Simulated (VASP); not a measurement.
# Hg (R-3m) in VASP: further runs

The runs below take Hg through single point, with PBE.

All numbers are computed with VASP 6.6.1; they aren't measurements. Logs are shortened: lines on timing, memory, paths and dates and some standing lists are left out, and cuts for length are marked.

## 1. The cell of the first run

The structure is trigonal, space group R-3m (No. 166). Conventional cell: a = 4.157 Å, b = 4.157 Å, c = 5.924 Å, α = 90.00°, β = 90.00°, γ = 120.00°. Within 4.2 Å of Hg (site symmetry -3m) lie 12 Hg at 3.11 to 4.16 Å.

## 2. Single point, PBE

Contents of INCAR:

```
SYSTEM = Hg
ALGO = Normal
EDIFF = 1E-7
ENCUT = 520
GGA = PE
ISIF = 2
ISMEAR = 1
LASPH = .True.
LCHARG = .False.
LREAL = .False.
LWAVE = .False.
NBANDS = 12
NELM = 100
PREC = Accurate
SIGMA = 0.01
```

Contents of KPOINTS:

```
k-points
0
Gamma
  10 10 10
  0 0 0
```

Contents of POSCAR:

```
Hg
1.0
    2.0783995336      1.1999645302      1.9747385792
   -2.0783995336      1.1999645302      1.9747385792
    0.0000000000     -2.3999290604      1.9747385791
Hg
1
Direct
    0.0000000000      1.0000000000      0.0000000000
```

Potentials or basis: VASP PAW PBE potentials, release 64 (Hg).

On the command line:

```sh
> cat potpaw_PBE.64/Hg/POTCAR > POTCAR
> mpirun -np 1 vasp_std > vasp.out
```

OUTCAR:

```text
SYSTEM = Hg
   EDIFF = 1E-7
   ENCUT = 520
   GGA = PE
   ISIF = 2
   ISMEAR = 1
   LASPH = .True.
   LREAL = .False.
   NELM = 100
   PREC = Accurate

 ion  position               nearest neighbor table
   1  0.000  0.000  0.000-

  LATTYP: Found a trigonal (rhomboedric) cell.
 ALAT       =     3.1079337109
 COS(alpha) =     0.1055736732

  Lattice vectors:

 A1 = (   2.0783995336,   1.1999645302,   1.9747385792)
 A2 = (  -2.0783995336,   1.1999645302,   1.9747385792)
 A3 = (   0.0000000000,  -2.3999290604,   1.9747385791)

Analysis of symmetry for initial positions (statically):
=====================================================================
 Subroutine PRICEL returns:
 Original cell was already a primitive cell.

 Routine SETGRP: Setting up the symmetry group for a
 trigonal (rhombohedral) supercell.

 Subroutine GETGRP returns: Found 12 space group operations
 (whereof 12 operations were pure point group operations)
 out of a pool of 12 trial point group operations.

The static configuration has the point symmetry D_3d.

Analysis of symmetry for dynamics (positions and initial velocities):
=====================================================================
 Subroutine PRICEL returns:
 Original cell was already a primitive cell.

 Routine SETGRP: Setting up the symmetry group for a
 trigonal (rhombohedral) supercell.

 Subroutine GETGRP returns: Found 12 space group operations
 (whereof 12 operations were pure point group operations)
 out of a pool of 12 trial point group operations.

The dynamic configuration has the point symmetry D_3d.

 Subroutine INISYM returns: Found 12 space group operations
 (whereof 12 operations are pure point group operations),
 and found     1 'primitive' translations

----------------------------------------------------------------------------------------

                                     Primitive cell

  volume of cell :      29.5501

  direct lattice vectors                    reciprocal lattice vectors
     2.078399534  1.199964530  1.974738579     0.240569723  0.138892994  0.168798714
    -2.078399534  1.199964530  1.974738579    -0.240569723  0.138892994  0.168798714
     0.000000000 -2.399929060  1.974738579     0.000000000 -0.277785989  0.168798714

  length of vectors
     3.107933711  3.107933711  3.107933711     0.325050860  0.325050860  0.325050860

  position of ions in fractional coordinates (direct lattice)
     0.000000000  0.000000000  0.000000000

  ion indices of the primitive-cell ions
   primitive index   ion index
                 1           1

----------------------------------------------------------------------------------------

 KPOINTS: k-points

Automatic generation of k-mesh.
 Grid dimensions read from file:
 generate k-points for:   10   10   10

 Generating k-lattice:

  Cartesian coordinates                     Fractional coordinates (reciprocal lattice)
     0.024056972  0.013889299  0.016879871     0.100000000  0.000000000  0.000000000
    -0.024056972  0.013889299  0.016879871     0.000000000  0.100000000  0.000000000
     0.000000000 -0.027778599  0.016879871     0.000000000  0.000000000  0.100000000

  Length of vectors
     0.032505086  0.032505086  0.032505086

  Shift w.r.t. Gamma in fractional coordinates (k-lattice)
     0.000000000  0.000000000  0.000000000

 Subroutine IBZKPT returns following result:
 ===========================================

 Found    116 irreducible k-points:

 Following reciprocal coordinates:
            Coordinates               Weight
  0.000000  0.000000  0.000000      1.000000
  0.100000 -0.000000  0.000000      6.000000
  0.200000 -0.000000  0.000000      6.000000
  0.300000 -0.000000  0.000000      6.000000
  0.400000  0.000000  0.000000      6.000000
  0.500000  0.000000  0.000000      3.000000
[... 16 lines left out ...]
  0.300000  0.300000  0.000000      6.000000
  0.400000  0.300000 -0.000000     12.000000
 [... further k-points ...]
   k-points           NKPTS =    116   k-points in BZ     NKDIM =    116   number of bands    NBANDS=     12
   number of dos      NEDOS =    301   number of ions     NIONS =      1
   total plane-waves  NPLWV =  13824
   dimension x,y,z NGX =    24 NGY =   24 NGZ =   24
   dimension x,y,z NGXF=    48 NGYF=   48 NGZF=   48
   ions per type =               1
   NGX,Y,Z   is equivalent  to a cutoff of  12.84, 12.84, 12.84 a.u.
   NGXF,Y,Z  is equivalent  to a cutoff of  25.68, 25.68, 25.68 a.u.
 SYSTEM =  Hg
   PREC   = accura    normal or accurate (medium, high low for compatibility)
   ISTART =      0    job   : 0-new  1-cont  2-samecut
   ICHARG =      2    charge: 1-file 2-atom 10-const
   ISPIN  =      1    spin polarized calculation?
   LNONCOLLINEAR =      F non collinear calculations
   LSORBIT =      F    spin-orbit coupling
   LASPH  =      T    aspherical Exc in radial PAW
   ENCUT  =  520.0 eV  38.22 Ry    6.18 a.u.   5.78  5.78  5.78*2*pi/ulx,y,z
   NELM   =    100;   NELMIN=  2; NELMDL= -5     # of ELM steps
   EDIFF  = 0.1E-06   stopping-criterion for ELM
   LREAL  =      F    real-space projection
   EDIFFG = 0.1E-05   stopping-criterion for IOM
   NSW    =      0    number of steps for IOM
   IBRION =     -1    ionic relax: 0-MD 1-quasi-New 2-CG
   NFREE  =      0    steps in history (QN), initial steepest desc. (CG)
   ISIF   =      2    stress and relaxation
   ISYM   =      2    0-nonsym 1-usesym 2-fastsym
   POTIM  = 0.5000    time-step for ionic-motion
   TEBEG  =    0.0;   TEEND  =   0.0 temperature during run
   PSTRESS=    0.0 pullay stress
   NELECT =      12.0000    total number of electrons
   NUPDOWN=      -1.0000    fix difference up-down
   EMIN   =  10.00;   EMAX   =-10.00  energy-range for DOS
   EFERMI =   0.00;   METHOD = LEGACY
   ISMEAR =     1;   SIGMA  =   0.01  broadening in eV -4-tet -1-fermi 0-gaus
   EFERMI_NEDOS =   21; number of points for ismear=-14 and -15
   IALGO  =     38    algorithm
   IMIX   =      4    mixing-type and parameters
     AMIX     =   0.40;   BMIX     =  1.00
     AMIX_MAG =   1.60;   BMIX_MAG =  1.00
  volume/ion in A,a.u.               =      29.55       199.41
  Fermi-wavevector in a.u.,A,eV,Ry     =   1.212316  2.290945 19.996617  1.469710
  Thomas-Fermi vector in A             =   2.347804
   LORBIT       =      0    0 simple, 1 ext, 2 COOP (PROOUT), +10 PAW based schemes
   GGA     = PE    functional components
   LHFCALC =     F    Hartree Fock is set to
   AEXX    =    0.0000 exact exchange contribution
   IVDW    =     0    specifies the selected vdW correction
   LEPSILON=     F    determine dielectric tensor
   LRPA    =     F    only Hartree local field effects (RPA)
 non-spin polarized calculation
 Methfessel and Paxton  Order N= 1 SIGMA  =   0.01
  energy-cutoff  :      520.00
  volume of cell :       29.55
 maximum number of plane-waves:       811
   NGX = 11   NGY = 11   NGZ = 11

 number of electron      12.0000000 magnetization

 Free energy of the ion-electron system (eV)
  ---------------------------------------------------
  ext. energy  EPLUGINS =         0.00000000
  ---------------------------------------------------
  free energy    TOTEN  =        -0.17145293 eV

  energy without entropy =       -0.17142007  energy(sigma->0) =       -0.17144198

 E-fermi :   1.2009     XC(G=0):  -9.5671

 val. band max:        1.1999006695   @ k =  -0.2000   0.5000   0.1000
 cond. band min:       1.4627766212   @ k =   0.5000   0.5000   0.0000
 fundamental gap:      0.2628759517
 Fermi energy:         1.2008907356

 k-point     1 :       0.0000    0.0000    0.0000
  band No.  band energies     occupation
      1      -6.4066      2.00000
      2      -6.2183      2.00000
      3      -6.2183      2.00000
      4      -4.5929      2.00000
      5      -4.5929      2.00000
      6      -4.5514      2.00000
      7      10.9699      0.00000
      8      10.9699      0.00000
      9      11.1902      0.00000
     10      14.2594      0.00000
     11      15.9947      0.00000
     12      15.9947      0.00000

 k-point     2 :       0.1000   -0.0000    0.0000
  band No.  band energies     occupation
      1      -6.2844      2.00000
      2      -6.2059      2.00000
      3      -6.0742      2.00000
      4      -4.6433      2.00000
      5      -4.6188      2.00000
      6      -4.5676      2.00000
      7       9.2863      0.00000
      8      11.1872      0.00000
      9      11.3350      0.00000
     10      14.8614      0.00000
     11      15.9813      0.00000
     12      17.4383      0.00000

 k-point     3 :       0.2000   -0.0000    0.0000
  band No.  band energies     occupation
      1      -6.1742      2.00000
      2      -6.1668      2.00000
      3      -5.4172      2.00000
      4      -4.7707      2.00000
      5      -4.7255      2.00000
      6      -4.5637      2.00000
      7       6.5944      0.00000
      8      11.7833      0.00000
      9      11.8783      0.00000
     10      15.2978      0.00000
     11      15.9599      0.00000
     12      20.6082      0.00000
[... 286 lines left out ...]
 k-point    23 :       0.3000    0.3000    0.0000
  band No.  band energies     occupation
      1      -6.0130      2.00000
      2      -5.5422      2.00000
      3      -4.9987      2.00000
      4      -4.8614      2.00000
      5      -4.8146      2.00000
      6      -3.1959      2.00000
      7       5.7260      0.00000
      8       6.5412      0.00000
      9      11.9044      0.00000
     10      13.4728      0.00000
     11      17.5349      0.00000
     12      20.4733      0.00000

 k-point    24 :       0.4000    0.3000   -0.0000
  band No.  band energies     occupation
      1      -5.9757      2.00000
      2      -5.6966      2.00000
      3      -4.9599      2.00000
      4      -4.8281      2.00000
      5      -4.7456      2.00000
      6      -1.9503      2.00000
      7       3.5702      0.00000
      8       7.0448      0.00000
      9      10.6368      0.00000
     10      14.1201      0.00000
     11      18.3327      0.00000
     12      19.5721      0.00000

 [... further k-points ...]
[... 5 lines left out ...]
  --------------------------------------------------------------------------------------
  -------------------------------------------------------------------------------------
  Total        0.0359690      0.0359690     -0.0141886      0.0000000      0.0000000     -0.0000000
  in kB        1.9502048      1.9502048     -0.7692950      0.0000000      0.0000000     -0.0000000
  external PRESSURE =       1.0437049 kB  Pullay stress =       0.0000000 kB

 VOLUME and BASIS-vectors are now :
 -----------------------------------------------------------------------------
  energy-cutoff  :      520.00
  volume of cell :       29.55
      direct lattice vectors                 reciprocal lattice vectors
     2.078399534  1.199964530  1.974738579     0.240569723  0.138892994  0.168798714
    -2.078399534  1.199964530  1.974738579    -0.240569723  0.138892994  0.168798714
     0.000000000 -2.399929060  1.974738579     0.000000000 -0.277785989  0.168798714

 POSITION                                       TOTAL-FORCE (eV/Angst)
 -----------------------------------------------------------------------------------
      0.00000      0.00000      0.00000         0.000000      0.000000      0.000000
 -----------------------------------------------------------------------------------
    total drift:                                0.000000     -0.000000      0.000000

  FREE ENERGIE OF THE ION-ELECTRON SYSTEM (eV)
  ---------------------------------------------------
  free  energy   TOTEN  =        -0.1714529329 eV

  energy  without entropy=       -0.1714200689  energy(sigma->0) =       -0.17144198
```

It took 12 s on 1 thread of Intel Xeon Platinum 8488C (Sapphire Rapids), shared host; peak memory 0.16 GiB.

What came out:

| Property | Result |
| --- | --- |
| Free energy | -0.1715 eV |
| Pressure | 0.1 GPa |
| Band gap on the k mesh | zero (bands 6 and 7 overlap by 4.24 eV) |

Stress tensor (GPa, compression positive):
```
 0.20  0.00  0.00
 0.00  0.20  0.00
 0.00  0.00 -0.08
```

Caveat: spin-orbit coupling is left out, which moves the levels of the heavy elements.

## 3. Single point, PBE

Contents of INCAR:

```
SYSTEM = Hg
ALGO     = Normal         ! electronic algorithm
EDIFF    = 1E-7           ! SCF threshold, eV
ENCUT    = 520            ! plane-wave cutoff, eV
GGA      = PE             ! functional
ISIF     = 2              ! what is computed and relaxed
ISMEAR   = 1              ! smearing method
LASPH    = .True.         ! aspherical terms in the spheres
LCHARG   = .False.        ! write CHGCAR
LREAL    = .False.        ! projectors in reciprocal space
LWAVE    = .False.        ! write WAVECAR
NBANDS   = 12             ! bands
NELM     = 60             ! most SCF steps
PREC     = Accurate       ! precision mode
SIGMA    = 0.2            ! smearing width, eV
```

KPOINTS is that of step 2.

POSCAR is that of step 2.

Potentials or basis: VASP PAW PBE potentials, release 64 (Hg).

On the command line:

```sh
> cat potpaw_PBE.64/Hg/POTCAR > POTCAR
> mpirun -np 1 vasp_std > vasp.out
```

Run time: 12 s. Hardware: 1 thread of Intel Xeon Platinum 8488C (Sapphire Rapids), shared host; peak memory 0.17 GiB.

Results (log left out):

```yaml
Free_energy: -0.1716 eV
Pressure: 0.1 GPa
Band_gap_on_the_k_mesh: zero (bands 6 and 7 overlap by 4.24 eV)
```

Stress tensor (GPa, compression positive):
```
 0.16  0.00  0.00
 0.00  0.16  0.00
 0.00  0.00 -0.09
```

Levels at points of the mesh, in eV from the Fermi level:
```tsv
k point	band 3	band 4	band 5	band 6	band 7	band 8	band 9	band 10
(0.00, 0.00, 0.00)	-7.48	-5.85	-5.85	-5.81	9.71	9.71	9.93	13.00
(0.50, 0.00, 0.00)	-6.33	-6.23	-5.80	-2.82	-1.24	12.26	12.29	15.31
(0.50, 0.50, 0.00)	-6.23	-6.20	-5.32	0.21	1.05	2.44	7.37	14.06
(0.50, 0.50, 0.50)	-7.00	-5.30	-5.30	3.00	3.28	5.49	5.49	9.15
```

Caveat: spin-orbit coupling is left out, which moves the levels of the heavy elements.

## 4. Single point, PBE

Contents of INCAR:

```
  PREC = Accurate
  ENCUT = 520
  EDIFF = 1E-6
  ISMEAR = 1
  SIGMA = 0.3
  LREAL = F
  LASPH = T
  NELM = 80
  ALGO = Normal
  ISIF = 2
  LWAVE = F
  LCHARG = F
  GGA = PE
  NBANDS = 12
```

Contents of KPOINTS:

```
regular mesh
0
Gamma
  10 10 10
```

POSCAR is that of step 3.

On the command line:

```sh
> cat potpaw_PBE.64/Hg/POTCAR > POTCAR
> mpirun -np 1 vasp_std > vasp.out
```

It took 16 s on 1 thread of Intel Xeon Platinum 8488C (Sapphire Rapids), shared host; peak memory 0.17 GiB.

Results (log left out):

```yaml
Free_energy: -0.1710 eV
Pressure: 0.1 GPa
Band_gap_on_the_k_mesh: zero (bands 6 and 7 overlap by 4.24 eV)
```

Stress tensor (GPa, compression positive):
```
 0.17  0.00  0.00
 0.00  0.17  0.00
 0.00  0.00 -0.07
```

Levels at points of the mesh, in eV from the Fermi level:
```csv
k point,band 2,band 3,band 4,band 5,band 6,band 7,band 8,band 9,band 10,band 11
"(0.00, 0.00, 0.00)",-7.52,-7.52,-5.90,-5.90,-5.86,9.67,9.67,9.89,12.95,14.69
"(0.50, 0.00, 0.00)",-7.27,-6.38,-6.28,-5.85,-2.87,-1.29,12.21,12.24,15.26,15.78
"(0.50, 0.50, 0.00)",-7.22,-6.27,-6.25,-5.37,0.16,1.00,2.39,7.32,14.02,17.96
"(0.50, 0.50, 0.50)",-7.04,-7.04,-5.35,-5.35,2.95,3.24,5.44,5.44,9.11,10.06
```

Caveat: so wide a smearing shifts energies and pressures; spin-orbit coupling is left out, which moves the levels of the heavy elements.

## 5. Overview

| smearing | gap on the mesh (eV) | pressure (GPa) |
| --- | --- | --- |
| methfessel-paxton 0.01 eV | none | 0.1 |
| methfessel-paxton 0.2 eV | none | 0.1 |
| methfessel-paxton 0.3 eV | none | 0.1 |

Alike in all rows: task single point; level PBE; potentials or basis VASP PAW PBE potentials, release 64 (Hg); no spin polarisation; cell as given; k mesh 10 × 10 × 10; cutoff (eV) 520.

Caveats: spin-orbit coupling is left out, which moves the levels of the heavy elements; so wide a smearing shifts energies and pressures (at least some runs).

Total energies depend on the potentials used, so only differences within one code and one set of settings carry meaning.

The gap in the log of VASP goes by the Fermi energy; the results here count the filled bands.